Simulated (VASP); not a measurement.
The system is Se.

```xyz
3
Lattice="4.3662 0.0000 0.0000 -2.1831 3.7812 0.0000 0.0000 0.0000 4.9536" Properties=species:S:1:pos:R:3 pbc="T T T"
Se    1.6910    2.9289    0.0000
Se   -0.4921    0.8523    3.3024
Se    0.9841    0.0000    1.6512
```

Base run:

| Property | Result |
| --- | --- |
| Program | VASP 6.6.1 |
| Functional | PBE |
| Potentials or basis | VASP PAW PBE potentials, release 64 (Se) |
| Cutoff | 520 eV |
| k mesh | 5 × 5 × 5 |
| Occupations | fermi-dirac, width 0.05 eV |
| Spin | non-collinear spin, zero start, spin-orbit coupling |
| Starting moments | [[0.0, 0.0, 0.0], [0.0, 0.0, 0.0], [0.0, 0.0, 0.0]] μB |

Its results: pressure 3.0 GPa; net moment 0.00 μB per cell; largest force 0.449 eV/Å.

Problem. The run is repeated on the same cell with these changes: functional from PBE to PBEsol; further incar settings from ALGO = Normal; EDIFF = 1e-07; NBANDS = 31 to ALGO = Normal; EDIFF = 1e-06; NBANDS = 31. What comes out?

Solution. Pressure 0.4 GPa; net moment 0.00 μB per cell; largest force 0.348 eV/Å.

Caveats: the PAW data sets were made with another functional, which shifts forces and pressure a little (at least some runs).
